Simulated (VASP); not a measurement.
# Bi2Se3 (R-3m) in VASP: notebook

Aim: see how the results for Bi2Se3 move with the level of theory and the settings. Levels: LDA, PBE. Tasks: single point.

Everything below comes from runs of VASP 6.6.1. Logs are shortened: lines on timing, memory, paths and dates and some standing lists are left out, and cuts for length are marked.

## (1) The cell of the first run

It takes space group R-3m (No. 166, trigonal). The conventional cell has a = 4.128 Å, b = 4.128 Å, c = 28.534 Å, α = 90.00°, β = 90.00°, γ = 120.00°. Bi (site symmetry 3m) has 6 Se at 2.85 to 3.05 Å within 3.8 Å. Se (site symmetry -3m) has 6 Bi at 3.05 Å and 12 Se at 4.13 to 4.21 Å within 4.3 Å. Se (site symmetry 3m) has 3 Bi at 2.85 Å and 3 Se at 3.51 Å within 3.8 Å.

## (2) Single point, LDA (28.07 Å³/atom)

INCAR

```
SYSTEM = Bi2Se3
PREC = Accurate ; ENCUT = 520
EDIFF = 1E-6 ; ISMEAR = 0
SIGMA = 0.05 ; LREAL = .FALSE.
LASPH = .TRUE. ; NELM = 80
ALGO = Normal ; ISIF = 2
LWAVE = .FALSE. ; LCHARG = .FALSE.
GGA = CA ; NBANDS = 32
```

KPOINTS

```
Automatic mesh
0
G
  6 6 6
  0 0 0
```

POSCAR

```
Bi2Se3
1.0
    2.0639188407      1.1916040982      9.5113454959
   -2.0639188407      1.1916040982      9.5113454959
    0.0000000000     -2.3832081965      9.5113454959
Bi Se
2 3
Direct
    0.4001376037      0.4001376037      0.4001376037
    0.5998623963      0.5998623963      0.5998623963
    0.0000000000      0.0000000000      0.0000000000
    0.2118239823      0.2118239823      0.2118239823
    0.7881760177      0.7881760177      0.7881760177
```

Potentials or basis: VASP PAW LDA potentials, release 64 (Bi_d, Se).

Started as:

```
> cat potpaw_LDA.64/Bi_d/POTCAR potpaw_LDA.64/Se/POTCAR > POTCAR
> mpirun -np 1 vasp_std > vasp.out
```

OUTCAR:

```text
SYSTEM = Bi2Se3
   PREC = Accurate
   ENCUT = 520
   EDIFF = 1E-6
   ISMEAR = 0
   LREAL = .FALSE.
   LASPH = .TRUE.
   NELM = 80
   ISIF = 2
   GGA = CA

 ion  position               nearest neighbor table
   1  0.400  0.400  0.400-   5 2.85   5 2.85   5 2.85   3 3.05   3 3.05   3 3.05
   2  0.600  0.600  0.600-   4 2.85   4 2.85   4 2.85   3 3.05   3 3.05   3 3.05
   3  0.000  0.000  0.000-   2 3.05   1 3.05   2 3.05   2 3.05   1 3.05   1 3.05
   4  0.212  0.212  0.212-   2 2.85   2 2.85   2 2.85
   5  0.788  0.788  0.788-   1 2.85   1 2.85   1 2.85

  LATTYP: Found a trigonal (rhomboedric) cell.
 ALAT       =     9.8053747736
 COS(alpha) =     0.9113891645

  Lattice vectors:

 A1 = (   2.0639188407,   1.1916040982,   9.5113454959)
 A2 = (  -2.0639188407,   1.1916040982,   9.5113454959)
 A3 = (   0.0000000000,  -2.3832081965,   9.5113454959)

Analysis of symmetry for initial positions (statically):
=====================================================================
 Subroutine PRICEL returns:
 Original cell was already a primitive cell.

 Routine SETGRP: Setting up the symmetry group for a
 trigonal (rhombohedral) supercell.

 Subroutine GETGRP returns: Found 12 space group operations
 (whereof 12 operations were pure point group operations)
 out of a pool of 12 trial point group operations.

The static configuration has the point symmetry D_3d.

Analysis of symmetry for dynamics (positions and initial velocities):
=====================================================================
 Subroutine PRICEL returns:
 Original cell was already a primitive cell.

 Routine SETGRP: Setting up the symmetry group for a
 trigonal (rhombohedral) supercell.

 Subroutine GETGRP returns: Found 12 space group operations
 (whereof 12 operations were pure point group operations)
 out of a pool of 12 trial point group operations.

The dynamic configuration has the point symmetry D_3d.

 Subroutine INISYM returns: Found 12 space group operations
 (whereof 12 operations are pure point group operations),
 and found     1 'primitive' translations

----------------------------------------------------------------------------------------

                                     Primitive cell

  volume of cell :     140.3517

  direct lattice vectors                    reciprocal lattice vectors
     2.063918841  1.191604098  9.511345496     0.242257588  0.139867484  0.035045865
    -2.063918841  1.191604098  9.511345496    -0.242257588  0.139867484  0.035045865
     0.000000000 -2.383208197  9.511345496     0.000000000 -0.279734967  0.035045865

  length of vectors
     9.805374774  9.805374774  9.805374774     0.281921735  0.281921735  0.281921735

  position of ions in fractional coordinates (direct lattice)
     0.400137604  0.400137604  0.400137604
     0.599862396  0.599862396  0.599862396
     0.000000000  0.000000000  0.000000000
     0.211823982  0.211823982  0.211823982
     0.788176018  0.788176018  0.788176018

  ion indices of the primitive-cell ions
   primitive index   ion index
                 1           1
                 2           2
                 3           3
                 4           4
                 5           5

----------------------------------------------------------------------------------------

 KPOINTS: Automatic mesh

Automatic generation of k-mesh.
 Grid dimensions read from file:
 generate k-points for:    6    6    6

 Generating k-lattice:

  Cartesian coordinates                     Fractional coordinates (reciprocal lattice)
     0.040376265  0.023311247  0.005840978     0.166666667  0.000000000  0.000000000
    -0.040376265  0.023311247  0.005840978     0.000000000  0.166666667  0.000000000
     0.000000000 -0.046622495  0.005840978     0.000000000  0.000000000  0.166666667

  Length of vectors
     0.046986956  0.046986956  0.046986956

  Shift w.r.t. Gamma in fractional coordinates (k-lattice)
     0.000000000  0.000000000  0.000000000

 Subroutine IBZKPT returns following result:
 ===========================================

 Found     32 irreducible k-points:

 Following reciprocal coordinates:
            Coordinates               Weight
  0.000000  0.000000  0.000000      1.000000
  0.166667  0.000000 -0.000000      6.000000
  0.333333  0.000000  0.000000      6.000000
  0.500000  0.000000 -0.000000      3.000000
  0.166667  0.166667 -0.000000      6.000000
  0.333333  0.166667  0.000000     12.000000
[... 16 lines left out ...]
  0.500000  0.500000  0.166667      6.000000
 -0.333333  0.500000  0.166667     12.000000
 [... further k-points ...]
   k-points           NKPTS =     32   k-points in BZ     NKDIM =     32   number of bands    NBANDS=     32
   number of dos      NEDOS =    301   number of ions     NIONS =      5
   total plane-waves  NPLWV = 512000
   dimension x,y,z NGX =    80 NGY =   80 NGZ =   80
   dimension x,y,z NGXF=   160 NGYF=  160 NGZF=  160
   ions per type =               2   3
   NGX,Y,Z   is equivalent  to a cutoff of  13.56, 13.56, 13.56 a.u.
   NGXF,Y,Z  is equivalent  to a cutoff of  27.13, 27.13, 27.13 a.u.
 SYSTEM =  Bi2Se3
   PREC   = accura    normal or accurate (medium, high low for compatibility)
   ISTART =      0    job   : 0-new  1-cont  2-samecut
   ICHARG =      2    charge: 1-file 2-atom 10-const
   ISPIN  =      1    spin polarized calculation?
   LNONCOLLINEAR =      F non collinear calculations
   LSORBIT =      F    spin-orbit coupling
   LASPH  =      T    aspherical Exc in radial PAW
   ENCUT  =  520.0 eV  38.22 Ry    6.18 a.u.  18.23 18.23 18.23*2*pi/ulx,y,z
   NELM   =     80;   NELMIN=  2; NELMDL= -5     # of ELM steps
   EDIFF  = 0.1E-05   stopping-criterion for ELM
   LREAL  =      F    real-space projection
   EDIFFG = 0.1E-04   stopping-criterion for IOM
   NSW    =      0    number of steps for IOM
   IBRION =     -1    ionic relax: 0-MD 1-quasi-New 2-CG
   NFREE  =      0    steps in history (QN), initial steepest desc. (CG)
   ISIF   =      2    stress and relaxation
   ISYM   =      2    0-nonsym 1-usesym 2-fastsym
   POTIM  = 0.5000    time-step for ionic-motion
   TEBEG  =    0.0;   TEEND  =   0.0 temperature during run
   PSTRESS=    0.0 pullay stress
   NELECT =      48.0000    total number of electrons
   NUPDOWN=      -1.0000    fix difference up-down
   EMIN   =  10.00;   EMAX   =-10.00  energy-range for DOS
   EFERMI =   0.00;   METHOD = LEGACY
   ISMEAR =     0;   SIGMA  =   0.05  broadening in eV -4-tet -1-fermi 0-gaus
   EFERMI_NEDOS =   21; number of points for ismear=-14 and -15
   IALGO  =     38    algorithm
   IMIX   =      4    mixing-type and parameters
     AMIX     =   0.40;   BMIX     =  1.00
     AMIX_MAG =   1.60;   BMIX_MAG =  1.00
  volume/ion in A,a.u.               =      28.07       189.43
  Fermi-wavevector in a.u.,A,eV,Ry     =   1.144852  2.163456 17.832964  1.310686
  Thomas-Fermi vector in A             =   2.281542
   LORBIT       =      0    0 simple, 1 ext, 2 COOP (PROOUT), +10 PAW based schemes
   GGA     = CA    functional components
   LHFCALC =     F    Hartree Fock is set to
   AEXX    =    0.0000 exact exchange contribution
   IVDW    =     0    specifies the selected vdW correction
   LEPSILON=     F    determine dielectric tensor
   LRPA    =     F    only Hartree local field effects (RPA)
 non-spin polarized calculation
 Gauss-broadening in eV      SIGMA  =   0.05
  energy-cutoff  :      520.00
  volume of cell :      140.35
 maximum number of plane-waves:      3821
 NGX is ok and might be reduce to    80
   NGX = 37   NGY = 37   NGZ = 37

 number of electron      48.0000005 magnetization

 Free energy of the ion-electron system (eV)
  ---------------------------------------------------
  ext. energy  EPLUGINS =         0.00000000
  ---------------------------------------------------
  free energy    TOTEN  =       -23.41485047 eV

  energy without entropy =      -23.41470269  energy(sigma->0) =      -23.41477658

 E-fermi :   5.0239     XC(G=0):  -9.8471

 val. band max:        4.9861542449   @ k =   0.0000   0.0000   0.0000
 cond. band min:       5.0616205079   @ k =   0.0000   0.0000   0.0000
 fundamental gap:      0.0754662630
 Fermi energy:         5.0238873764

 k-point     1 :       0.0000    0.0000    0.0000
  band No.  band energies     occupation
      1     -18.0860      2.00000
      2     -18.0860      2.00000
      3     -18.0836      2.00000
      4     -18.0836      2.00000
      5     -18.0701      2.00000
      6     -18.0673      2.00000
[... 24 lines left out ...]
     31      10.7562      0.00000
     32      11.9039      0.00000

 k-point     2 :       0.1667    0.0000   -0.0000
  band No.  band energies     occupation
      1     -18.0906      2.00000
      2     -18.0874      2.00000
      3     -18.0800      2.00000
      4     -18.0777      2.00000
      5     -18.0671      2.00000
      6     -18.0643      2.00000
[... 24 lines left out ...]
     31       9.9730      0.00000
     32      10.8861      0.00000

 k-point     3 :       0.3333    0.0000    0.0000
  band No.  band energies     occupation
      1     -18.1020      2.00000
      2     -18.0967      2.00000
      3     -18.0731      2.00000
      4     -18.0722      2.00000
      5     -18.0696      2.00000
      6     -18.0672      2.00000
[... 24 lines left out ...]
     31       9.4318      0.00000
     32      11.3549      0.00000

 k-point     4 :       0.5000    0.0000   -0.0000
  band No.  band energies     occupation
      1     -18.1082      2.00000
      2     -18.1017      2.00000
      3     -18.0750      2.00000
      4     -18.0727      2.00000
      5     -18.0697      2.00000
      6     -18.0677      2.00000
[... 24 lines left out ...]
     31       9.2146      0.00000
     32      10.9982      0.00000

 k-point     5 :       0.1667    0.1667   -0.0000
  band No.  band energies     occupation
      1     -18.0906      2.00000
      2     -18.0874      2.00000
      3     -18.0800      2.00000
      4     -18.0777      2.00000
      5     -18.0671      2.00000
      6     -18.0643      2.00000
[... 584 lines left out ...]
     31       9.8612      0.00000
     32      10.8694      0.00000

 k-point    22 :      -0.1667    0.3333    0.1667
  band No.  band energies     occupation
      1     -18.1008      2.00000
      2     -18.0959      2.00000
      3     -18.0776      2.00000
      4     -18.0720      2.00000
      5     -18.0701      2.00000
      6     -18.0662      2.00000
[... 24 lines left out ...]
     31       9.4393      0.00000
     32      11.7808      0.00000

 k-point    23 :       0.5000    0.5000    0.1667
  band No.  band energies     occupation
      1     -18.1019      2.00000
      2     -18.0967      2.00000
      3     -18.0731      2.00000
      4     -18.0722      2.00000
      5     -18.0695      2.00000
      6     -18.0672      2.00000
[... 24 lines left out ...]
     31       9.3241      0.00000
     32      11.1190      0.00000

 k-point    24 :      -0.3333    0.5000    0.1667
  band No.  band energies     occupation
      1     -18.1008      2.00000
      2     -18.0960      2.00000
      3     -18.0776      2.00000
      4     -18.0719      2.00000
      5     -18.0701      2.00000
      6     -18.0662      2.00000
[... 24 lines left out ...]
     31       9.8947      0.00000
     32      11.3676      0.00000

 [... further k-points ...]

------------------------ aborting loop because EDIFF is reached ----------------------------------------

  FORCE on cell =-STRESS in cart. coord.  units (eV):
  Direction    XX          YY          ZZ          XY          YZ          ZX
  --------------------------------------------------------------------------------------
  -------------------------------------------------------------------------------------
  Total       -0.9261193     -0.9261193     -0.9636726      0.0000000      0.0000000      0.0000000
  in kB      -10.5720615    -10.5720615    -11.0007497      0.0000000      0.0000000      0.0000000
  external PRESSURE =     -10.7149576 kB  Pullay stress =       0.0000000 kB

 VOLUME and BASIS-vectors are now :
 -----------------------------------------------------------------------------
  energy-cutoff  :      520.00
  volume of cell :      140.35
      direct lattice vectors                 reciprocal lattice vectors
     2.063918841  1.191604098  9.511345496     0.242257588  0.139867484  0.035045865
    -2.063918841  1.191604098  9.511345496    -0.242257588  0.139867484  0.035045865
     0.000000000 -2.383208197  9.511345496     0.000000000 -0.279734967  0.035045865

 POSITION                                       TOTAL-FORCE (eV/Angst)
 -----------------------------------------------------------------------------------
      0.00000     -0.00000     11.41754         0.000000      0.000000     -0.017984
      0.00000     -0.00000     17.11650         0.000000     -0.000000      0.017984
      0.00000      0.00000      0.00000         0.000000     -0.000000      0.000000
      0.00000     -0.00000      6.04419         0.000000      0.000000     -0.033744
      0.00000     -0.00000     22.48984         0.000000     -0.000000      0.033744
 -----------------------------------------------------------------------------------
    total drift:                               -0.000000      0.000000      0.000000

  FREE ENERGIE OF THE ION-ELECTRON SYSTEM (eV)
  ---------------------------------------------------
  free  energy   TOTEN  =       -23.4148504718 eV

  energy  without entropy=      -23.4147026856  energy(sigma->0) =      -23.41477658
```

Run time: 8.5 min. Hardware: 1 thread of AMD EPYC 9R45 (Zen 5), shared host; peak memory 0.69 GiB.

Results:

| Quantity | Value |
| --- | --- |
| Free energy | -23.4149 eV |
| Pressure | -1.1 GPa |
| Largest force | 0.034 eV/Å |
| Band gap on the k mesh | 0.08 eV |

Forces in eV/Å, atoms in the order of the input:
```
Bi   0.000  0.000 -0.018
Bi   0.000  0.000  0.018
Se   0.000  0.000  0.000
Se   0.000  0.000 -0.034
Se   0.000  0.000  0.034
```

Caveat: spin-orbit coupling is left out, which moves the levels of the heavy elements. A k mesh can miss the band edges.

## (3) Single point, LDA (28.19 Å³/atom)

This run uses another cell than the first one, of 28.19 Å³/atom.

INCAR

```
PREC = Accurate
ENCUT = 520
EDIFF = 1E-7
ISMEAR = 0
SIGMA = 0.05
LREAL = False
LASPH = True
NELM = 100
ALGO = Normal
ISIF = 2
LWAVE = False
LCHARG = False
GGA = CA
NBANDS = 32
```

KPOINTS

```
regular mesh
0
Gamma
  6 6 6
```

POSCAR

```
Bi2Se3
1.0
    2.0662263230      1.1929363238      9.5292769327
   -2.0662263230      1.1929363238      9.5292769327
    0.0000000000     -2.3858726475      9.5292769327
Bi Se
2 3
Direct
    0.4000160305      0.4000160305      0.4000160305
    0.5999839695      0.5999839695      0.5999839695
    0.0000000000      0.0000000000      0.0000000000
    0.2120841022      0.2120841022      0.2120841022
    0.7879158978      0.7879158978      0.7879158978
```

Potentials or basis: VASP PAW LDA potentials, release 64 (Bi_d, Se).

Started as:

```
> cat potpaw_LDA.64/Bi_d/POTCAR potpaw_LDA.64/Se/POTCAR > POTCAR
> mpirun -np 1 vasp_std > vasp.out
```

Wall time 10 min (1 thread of AMD EPYC 9R45 (Zen 5), shared host); peak memory 0.7 GiB.

Results (log left out):

```
Free energy            : -23.4105 eV
Pressure               : -1.2 GPa
Largest force          : 0.028 eV/Å
Band gap on the k mesh : 0.09 eV
```

Forces on the atoms (eV/Å):
```
Bi   0.000  0.000 -0.015
Bi   0.000  0.000  0.015
Se   0.000  0.000  0.000
Se   0.000  0.000 -0.028
Se   0.000  0.000  0.028
```

Levels at points of the mesh, in eV from the valence-band top:
```tsv
k point	band 20	band 21	band 22	band 23	band 24	band 25	band 26	band 27	band 28	band 29
(0.00, 0.00, 0.00)	-1.84	-1.84	-1.22	-1.22	0.00	0.09	1.31	1.31	2.05	2.68
(0.50, 0.00, 0.00)	-3.04	-3.01	-2.18	-1.24	-0.56	0.75	1.85	2.92	3.09	3.96
(0.50, 0.50, 0.00)	-2.58	-1.95	-1.91	-1.66	-1.01	1.27	1.89	2.52	2.96	3.50
(0.50, 0.50, 0.50)	-1.61	-1.57	-1.41	-1.41	-0.51	0.57	1.62	1.62	1.98	2.35
```

Caveat: spin-orbit coupling is left out, which moves the levels of the heavy elements. A k mesh can miss the band edges.

## (4) Single point, PBE

This run uses another cell than the first one, of 28.38 Å³/atom.

INCAR

```
PREC = Accurate ; ENCUT = 520
EDIFF = 1E-6 ; ISMEAR = 0
SIGMA = 0.05 ; LREAL = False
LASPH = True ; NELM = 100
ALGO = Normal ; ISIF = 2
LWAVE = False ; LCHARG = False
GGA = PE ; NBANDS = 32
```

KPOINTS

```
Automatic mesh
0
Gamma
  6 6 6
```

POSCAR

```
Bi2Se3
1.0
    2.0747946589      1.1978832548      9.5150466749
   -2.0747946589      1.1978832548      9.5150466749
    0.0000000000     -2.3957665097      9.5150466749
Bi Se
2 3
Direct
    0.4007448929      0.4007448929      0.4007448929
    0.5992551071      0.5992551071      0.5992551071
    0.0000000000      0.0000000000      0.0000000000
    0.2107583381      0.2107583381      0.2107583381
    0.7892416619      0.7892416619      0.7892416619
```

Potentials or basis: VASP PAW PBE potentials, release 64 (Bi_d, Se).

Started as:

```
> cat potpaw_PBE.64/Bi_d/POTCAR potpaw_PBE.64/Se/POTCAR > POTCAR
> mpirun -np 1 vasp_std > vasp.out
```

Wall time 10 min (1 thread of AMD EPYC 9R45 (Zen 5), shared host); peak memory 0.91 GiB.

Results (log left out):

- Free energy: -20.1615 eV
- Pressure: 2.1 GPa
- Largest force: 0.011 eV/Å
- Band gap on the k mesh: 0.18 eV

Forces on the atoms (eV/Å):
```
Bi   0.000  0.000 -0.011
Bi   0.000  0.000  0.011
Se   0.000  0.000  0.000
Se   0.000  0.000 -0.002
Se   0.000  0.000  0.002
```

Levels at points of the mesh, in eV from the valence-band top:
| k point | band 21 | band 22 | band 23 | band 24 | band 25 | band 26 | band 27 | band 28 |
| --- | --- | --- | --- | --- | --- | --- | --- | --- |
| (0.00, 0.00, 0.00) | -1.87 | -1.23 | -1.23 | 0.00 | 0.18 | 1.33 | 1.33 | 2.12 |
| (0.50, 0.00, 0.00) | -3.02 | -2.23 | -1.25 | -0.55 | 0.80 | 1.82 | 2.96 | 3.10 |
| (0.50, 0.50, 0.00) | -1.93 | -1.90 | -1.71 | -1.01 | 1.30 | 1.92 | 2.53 | 2.96 |
| (0.50, 0.50, 0.50) | -1.56 | -1.44 | -1.44 | -0.52 | 0.67 | 1.66 | 1.66 | 2.01 |

Caveat: spin-orbit coupling is left out, which moves the levels of the heavy elements.

## (5) Summary

```tsv
level	potentials or basis	cell	gap on the mesh (eV)	pressure (GPa)	largest force (eV/Å)
LDA	VASP PAW LDA potentials, release 64 (Bi_d, Se)	a = 9.805 Å, angles 24.3°, 5 atoms, atomic positions A	0.08	-1.1	0.03
LDA	VASP PAW LDA potentials, release 64 (Bi_d, Se)	a = 9.823 Å, angles 24.3°, 5 atoms, atomic positions A	0.09	-1.2	0.03
PBE	VASP PAW PBE potentials, release 64 (Bi_d, Se)	a = 9.812 Å, angles 24.4°, 5 atoms, atomic positions B	0.18	2.1	0.01
```

Alike in all rows: task single point; no spin polarisation; k mesh 6 × 6 × 6; cutoff (eV) 520; smearing gaussian 0.05 eV.

Caveats: spin-orbit coupling is left out, which moves the levels of the heavy elements.

Absolute energies hang on the potentials; compare differences alone.
